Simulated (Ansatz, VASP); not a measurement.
HfN in VASP and in Ansatz

```
Hf N
1.0
     3.43321    0.00000    0.00000
    -1.71660    2.97324    0.00000
     0.00000    0.00000    3.96982
Hf N
1 1
Direct
  0.00000 0.00000 0.50000
  0.00000 0.00000 0.00000
```

Alike in both runs: task single point; functional PBE; k mesh 9 × 9 × 7; occupations fermi-dirac, width 0.05 eV; no spin polarisation.

```csv
,VASP,Ansatz
version,VASP 6.6.1,Ansatz 0.2.0
potentials or method,"VASP PAW PBE potentials, release 64 (Hf_pv, N)",Ansatz PAW soft_1
plane-wave cutoff (eV),520,420
valence electrons in the cell,15,31
```

VASP gave:

- gap on the k mesh at the Fermi level (eV): none
- pressure (GPa): 0.5
- traceless stress, the component that is largest in VASP (GPa): 0.07

Q: Estimate Ansatz's values.

A: gap on the k mesh at the Fermi level (eV): none; pressure (GPa): 0.6; traceless stress, the component that is largest in VASP (GPa): 0.11.

A gap of «none» marks a metal or a gap that the smearing closes. VASP's potentials hold 15 valence electrons a cell and Ansatz's 31, so a difference there can come from the potentials and not from the codes.

Neither program's run includes spin-orbit coupling.
